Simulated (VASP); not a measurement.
# SnO2 (P4_2/mnm) in VASP: further runs

The runs below take SnO2 through single point, relaxation of cell and atoms, with LDA.

Program: VASP 6.6.1. These are calculated values, not measurements. Logs are shortened: lines on timing, memory, paths and dates and some standing lists are left out, and cuts for length are marked.

## (1) The cell of the first run

It takes space group P4_2/mnm (No. 136, tetragonal). The conventional cell has a = 4.721 Å, b = 4.721 Å, c = 3.189 Å, α = 90.00°, β = 90.00°, γ = 90.00°. Sn (site symmetry mmm) has 6 O at 2.04 to 2.05 Å within 2.7 Å. O (site symmetry m2m) has 3 Sn at 2.04 to 2.05 Å and 1 O at 2.59 Å within 2.7 Å.

## (2) Single point, LDA

INCAR

```
ALGO = Normal
EDIFF = 1E-7
ENCUT = 520
ISIF = 2
ISMEAR = 0
LASPH = T
LCHARG = T
LELF = T
LREAL = F
LVHAR = T
LWAVE = F
NBANDS = 35
NELM = 80
PREC = Accurate
SIGMA = 0.02
```

KPOINTS

```
k-points
0
Gamma
  6 6 8
```

POSCAR

```
SnO2
1.0
    4.7207174017      0.0000000000      0.0000000000
    0.0000000000      4.7207174017      0.0000000000
    0.0000000000      0.0000000000      3.1887553105
Sn O
2 4
Direct
    0.0000000000      0.0000000000      0.0000000000
    0.5000000000      0.5000000000      0.5000000000
    0.3061065496      0.3061065496      0.0000000000
    0.1938934504      0.8061065496      0.5000000000
    0.6938934504      0.6938934504      0.0000000000
    0.8061065496      0.1938934504      0.5000000000
```

Potentials or basis: VASP PAW LDA potentials, release 64 (Sn_d, O).

On the command line:

```sh
$ cat potpaw_LDA.64/Sn_d/POTCAR potpaw_LDA.64/O/POTCAR > POTCAR
$ mpirun -np 1 vasp_std > vasp.out
```

OUTCAR:

```text
EDIFF = 1E-7
   ENCUT = 520
   ISIF = 2
   ISMEAR = 0
   LASPH = T
   LREAL = F
   NELM = 80
   PREC = Accurate

 ion  position               nearest neighbor table
   1  0.000  0.000  0.000-   3 2.04   5 2.04   4 2.05   6 2.05   4 2.05   6 2.05   2 3.70   2 3.70
                             2 3.70   2 3.70   2 3.70   2 3.70   2 3.70   2 3.70
   2  0.500  0.500  0.500-   4 2.04   6 2.04   5 2.05   3 2.05   3 2.05   5 2.05   1 3.70   1 3.70
                             1 3.70   1 3.70   1 3.70   1 3.70   1 3.70   1 3.70
   3  0.306  0.306  0.000-   1 2.04   2 2.05   2 2.05
   4  0.194  0.806  0.500-   2 2.04   1 2.05   1 2.05
   5  0.694  0.694  0.000-   1 2.04   2 2.05   2 2.05
   6  0.806  0.194  0.500-   2 2.04   1 2.05   1 2.05

  LATTYP: Found a simple tetragonal cell.
 ALAT       =     4.7207174017
 C/A-ratio  =     0.6754810846

  Lattice vectors:

 A1 = (   4.7207174017,   0.0000000000,   0.0000000000)
 A2 = (   0.0000000000,   4.7207174017,   0.0000000000)
 A3 = (   0.0000000000,   0.0000000000,   3.1887553105)

Analysis of symmetry for initial positions (statically):
=====================================================================
 Subroutine PRICEL returns:
 Original cell was already a primitive cell.

 Routine SETGRP: Setting up the symmetry group for a
 simple tetragonal supercell.

 Subroutine GETGRP returns: Found 16 space group operations
 (whereof  8 operations were pure point group operations)
 out of a pool of 16 trial point group operations.

The static configuration has the point symmetry D_2h.
 The point group associated with its full space group is D_4h.

Analysis of symmetry for dynamics (positions and initial velocities):
=====================================================================
 Subroutine PRICEL returns:
 Original cell was already a primitive cell.

 Routine SETGRP: Setting up the symmetry group for a
 simple tetragonal supercell.

 Subroutine GETGRP returns: Found 16 space group operations
 (whereof  8 operations were pure point group operations)
 out of a pool of 16 trial point group operations.

The dynamic configuration has the point symmetry D_2h.
 The point group associated with its full space group is D_4h.

 Subroutine INISYM returns: Found 16 space group operations
 (whereof  8 operations are pure point group operations),
 and found     1 'primitive' translations

----------------------------------------------------------------------------------------

                                     Primitive cell

  volume of cell :      71.0620

  direct lattice vectors                    reciprocal lattice vectors
     4.720717402  0.000000000  0.000000000     0.211832210  0.000000000  0.000000000
     0.000000000  4.720717402  0.000000000     0.000000000  0.211832210  0.000000000
     0.000000000  0.000000000  3.188755310     0.000000000  0.000000000  0.313601987

  length of vectors
     4.720717402  4.720717402  3.188755310     0.211832210  0.211832210  0.313601987

  position of ions in fractional coordinates (direct lattice)
     0.000000000  0.000000000  0.000000000
     0.500000000  0.500000000  0.500000000
     0.306106550  0.306106550  0.000000000
     0.193893450  0.806106550  0.500000000
     0.693893450  0.693893450  0.000000000
     0.806106550  0.193893450  0.500000000

  ion indices of the primitive-cell ions
   primitive index   ion index
                 1           1
                 2           2
                 3           3
                 4           4
                 5           5
                 6           6

----------------------------------------------------------------------------------------

 KPOINTS: k-points

Automatic generation of k-mesh.
 Grid dimensions read from file:
 generate k-points for:    6    6    8

 Generating k-lattice:

  Cartesian coordinates                     Fractional coordinates (reciprocal lattice)
     0.035305368  0.000000000  0.000000000     0.166666667  0.000000000  0.000000000
     0.000000000  0.035305368  0.000000000     0.000000000  0.166666667  0.000000000
     0.000000000  0.000000000  0.039200248     0.000000000  0.000000000  0.125000000

  Length of vectors
     0.035305368  0.035305368  0.039200248

  Shift w.r.t. Gamma in fractional coordinates (k-lattice)
     0.000000000  0.000000000  0.000000000

 Subroutine IBZKPT returns following result:
 ===========================================

 Found     50 irreducible k-points:

 Following reciprocal coordinates:
            Coordinates               Weight
  0.000000  0.000000  0.000000      1.000000
  0.166667  0.000000  0.000000      4.000000
  0.333333  0.000000  0.000000      4.000000
  0.500000  0.000000  0.000000      2.000000
  0.166667  0.166667  0.000000      4.000000
  0.333333  0.166667  0.000000      8.000000
[... 16 lines left out ...]
  0.333333  0.000000  0.250000      8.000000
  0.500000  0.000000  0.250000      4.000000
 [... further k-points ...]
   k-points           NKPTS =     50   k-points in BZ     NKDIM =     50   number of bands    NBANDS=     35
   number of dos      NEDOS =    301   number of ions     NIONS =      6
   total plane-waves  NPLWV =  31104
   dimension x,y,z NGX =    36 NGY =   36 NGZ =   24
   dimension x,y,z NGXF=    72 NGYF=   72 NGZF=   48
   ions per type =               2   4
   NGX,Y,Z   is equivalent  to a cutoff of  12.68, 12.68, 12.51 a.u.
   NGXF,Y,Z  is equivalent  to a cutoff of  25.36, 25.36, 25.02 a.u.
 SYSTEM =  unknown system
   PREC   = accura    normal or accurate (medium, high low for compatibility)
   ISTART =      0    job   : 0-new  1-cont  2-samecut
   ICHARG =      2    charge: 1-file 2-atom 10-const
   ISPIN  =      1    spin polarized calculation?
   LNONCOLLINEAR =      F non collinear calculations
   LSORBIT =      F    spin-orbit coupling
   LASPH  =      T    aspherical Exc in radial PAW
   ENCUT  =  520.0 eV  38.22 Ry    6.18 a.u.   8.78  8.78  5.93*2*pi/ulx,y,z
   NELM   =     80;   NELMIN=  2; NELMDL= -5     # of ELM steps
   EDIFF  = 0.1E-06   stopping-criterion for ELM
   LREAL  =      F    real-space projection
   EDIFFG = 0.1E-05   stopping-criterion for IOM
   NSW    =      0    number of steps for IOM
   IBRION =     -1    ionic relax: 0-MD 1-quasi-New 2-CG
   NFREE  =      0    steps in history (QN), initial steepest desc. (CG)
   ISIF   =      2    stress and relaxation
   ISYM   =      2    0-nonsym 1-usesym 2-fastsym
   POTIM  = 0.5000    time-step for ionic-motion
   TEBEG  =    0.0;   TEEND  =   0.0 temperature during run
   PSTRESS=    0.0 pullay stress
   NELECT =      52.0000    total number of electrons
   NUPDOWN=      -1.0000    fix difference up-down
   EMIN   =  10.00;   EMAX   =-10.00  energy-range for DOS
   EFERMI =   0.00;   METHOD = LEGACY
   ISMEAR =     0;   SIGMA  =   0.02  broadening in eV -4-tet -1-fermi 0-gaus
   EFERMI_NEDOS =   21; number of points for ismear=-14 and -15
   IALGO  =     38    algorithm
   IMIX   =      4    mixing-type and parameters
     AMIX     =   0.40;   BMIX     =  1.00
     AMIX_MAG =   1.60;   BMIX_MAG =  1.00
  volume/ion in A,a.u.               =      11.84        79.92
  Fermi-wavevector in a.u.,A,eV,Ry     =   1.475243  2.787805 29.610927  2.176342
  Thomas-Fermi vector in A             =   2.589916
   LORBIT       =      0    0 simple, 1 ext, 2 COOP (PROOUT), +10 PAW based schemes
   GGA     = CA    functional components
   LHFCALC =     F    Hartree Fock is set to
   AEXX    =    0.0000 exact exchange contribution
   IVDW    =     0    specifies the selected vdW correction
   LEPSILON=     F    determine dielectric tensor
   LRPA    =     F    only Hartree local field effects (RPA)
 non-spin polarized calculation
 Gauss-broadening in eV      SIGMA  =   0.02
  energy-cutoff  :      520.00
  volume of cell :       71.06
 maximum number of plane-waves:      1934
 NGX is ok and might be reduce to    36
   NGX = 17   NGY = 17   NGZ = 11

 number of electron      51.9999987 magnetization

 Free energy of the ion-electron system (eV)
  ---------------------------------------------------
  ext. energy  EPLUGINS =         0.00000000
  ---------------------------------------------------
  free energy    TOTEN  =       -42.27905659 eV

  energy without entropy =      -42.27905659  energy(sigma->0) =      -42.27905659

 E-fermi :   6.0358     XC(G=0): -11.8373

 val. band max:        5.9488018113   @ k =   0.0000   0.0000   0.0000
 cond. band min:       7.1605402303   @ k =   0.0000   0.0000   0.0000
 fundamental gap:      1.2117384190
 Fermi energy:         6.0358321578

 k-point     1 :       0.0000    0.0000    0.0000
  band No.  band energies     occupation
      1     -15.0712      2.00000
      2     -14.2892      2.00000
      3     -14.0112      2.00000
      4     -13.9923      2.00000
      5     -13.9923      2.00000
      6     -13.9139      2.00000
[... 27 lines left out ...]
     34      17.9306      0.00000
     35      18.3378      0.00000

 k-point     2 :       0.1667    0.0000    0.0000
  band No.  band energies     occupation
      1     -15.0281      2.00000
      2     -14.3381      2.00000
      3     -14.0109      2.00000
      4     -13.9903      2.00000
      5     -13.9902      2.00000
      6     -13.9495      2.00000
[... 27 lines left out ...]
     34      17.9145      0.00000
     35      18.2936      0.00000

 k-point     3 :       0.3333    0.0000    0.0000
  band No.  band energies     occupation
      1     -14.9033      2.00000
      2     -14.4974      2.00000
      3     -14.0097      2.00000
      4     -13.9923      2.00000
      5     -13.9861      2.00000
      6     -13.9859      2.00000
[... 27 lines left out ...]
     34      17.9698      0.00000
     35      18.2329      0.00000

 k-point     4 :       0.5000    0.0000    0.0000
  band No.  band energies     occupation
      1     -14.7127      2.00000
      2     -14.7127      2.00000
      3     -14.0064      2.00000
      4     -14.0064      2.00000
      5     -13.9838      2.00000
      6     -13.9838      2.00000
[... 27 lines left out ...]
     34      18.1374      0.00000
     35      18.3067      0.00000

 k-point     5 :       0.1667    0.1667    0.0000
  band No.  band energies     occupation
      1     -14.9953      2.00000
      2     -14.3945      2.00000
      3     -14.0102      2.00000
      4     -13.9930      2.00000
      5     -13.9856      2.00000
      6     -13.9671      2.00000
[... 638 lines left out ...]
 k-point    22 :       0.1667    0.0000    0.2500
  band No.  band energies     occupation
      1     -14.8008      2.00000
      2     -14.5145      2.00000
      3     -14.4006      2.00000
      4     -14.0439      2.00000
      5     -13.8988      2.00000
      6     -13.8979      2.00000
[... 27 lines left out ...]
     34      17.7748      0.00000
     35      18.0812      0.00000

 k-point    23 :       0.3333    0.0000    0.2500
  band No.  band energies     occupation
      1     -14.7861      2.00000
      2     -14.6361      2.00000
      3     -14.2945      2.00000
      4     -14.0729      2.00000
      5     -13.8943      2.00000
      6     -13.8870      2.00000
[... 27 lines left out ...]
     34      17.9436      0.00000
     35      18.1806      0.00000

 k-point    24 :       0.5000    0.0000    0.2500
  band No.  band energies     occupation
      1     -14.7328      2.00000
      2     -14.7328      2.00000
      3     -14.1700      2.00000
      4     -14.1700      2.00000
      5     -13.8887      2.00000
      6     -13.8887      2.00000
[... 27 lines left out ...]
     34      18.1478      0.00000
     35      18.3334      0.00000

 [... further k-points ...]

------------------------ aborting loop because EDIFF is reached ----------------------------------------

  FORCE on cell =-STRESS in cart. coord.  units (eV):
  Direction    XX          YY          ZZ          XY          YZ          ZX
  --------------------------------------------------------------------------------------
  -------------------------------------------------------------------------------------
  Total        0.5152002      0.5152002      0.7771248     -0.0000000      0.0000000      0.0000000
  in kB       11.6158078     11.6158078     17.5212112     -0.0000000      0.0000000      0.0000000
  external PRESSURE =      13.5842756 kB  Pullay stress =       0.0000000 kB

 VOLUME and BASIS-vectors are now :
 -----------------------------------------------------------------------------
  energy-cutoff  :      520.00
  volume of cell :       71.06
      direct lattice vectors                 reciprocal lattice vectors
     4.720717402  0.000000000  0.000000000     0.211832210  0.000000000  0.000000000
     0.000000000  4.720717402  0.000000000     0.000000000  0.211832210  0.000000000
     0.000000000  0.000000000  3.188755310     0.000000000  0.000000000  0.313601987

 POSITION                                       TOTAL-FORCE (eV/Angst)
 -----------------------------------------------------------------------------------
      0.00000      0.00000      0.00000         0.000000      0.000000      0.000000
      2.36036      2.36036      1.59438         0.000000      0.000000      0.000000
      1.44504      1.44504      0.00000        -0.022518     -0.022518      0.000000
      0.91532      3.80540      1.59438         0.022518     -0.022518      0.000000
      3.27567      3.27567      0.00000         0.022518      0.022518      0.000000
      3.80540      0.91532      1.59438        -0.022518      0.022518      0.000000
 -----------------------------------------------------------------------------------
    total drift:                                0.000000      0.000000      0.000000

  FREE ENERGIE OF THE ION-ELECTRON SYSTEM (eV)
  ---------------------------------------------------
  free  energy   TOTEN  =       -42.2790565942 eV

  energy  without entropy=      -42.2790565942  energy(sigma->0) =      -42.27905659
```

Wall time 95 s (1 thread of Intel Xeon 8259CL, shared host); peak memory 0.22 GiB.

Results:

```yaml
Free_energy: -42.2791 eV
Pressure: 1.4 GPa
Largest_force: 0.032 eV/Å
Band_gap_on_the_k_mesh: 1.21 eV
```

Forces in eV/Å, atoms in the order of the input:
```
Sn   0.000  0.000  0.000
Sn   0.000  0.000  0.000
O   -0.023 -0.023  0.000
O    0.023 -0.023  0.000
O    0.023  0.023  0.000
O   -0.023  0.023  0.000
```

Levels at points of the mesh, in eV from the valence-band top:
| k point | band 24 | band 25 | band 26 | band 27 | band 28 | band 29 |
| --- | --- | --- | --- | --- | --- | --- |
| (0.00, 0.00, 0.00) | -0.81 | -0.81 | 0.00 | 1.21 | 5.97 | 6.08 |
| (0.50, 0.00, 0.00) | -1.24 | -0.65 | -0.65 | 4.37 | 4.37 | 6.84 |
| (0.50, 0.50, 0.00) | -1.36 | -0.92 | -0.92 | 4.76 | 4.76 | 7.33 |
| (0.00, 0.00, 0.50) | -1.73 | -1.29 | -1.29 | 6.09 | 6.09 | 9.55 |
| (0.50, 0.00, 0.50) | -1.14 | -0.72 | -0.72 | 6.37 | 6.37 | 7.91 |
| (0.50, 0.50, 0.50) | -0.99 | -0.85 | -0.85 | 4.74 | 4.74 | 8.65 |

Caveat: spin-orbit coupling is left out, which moves the levels of the heavy elements. As with any semilocal functional, this LDA gap is likely too small.

(Part 1 of 2 ends here.)
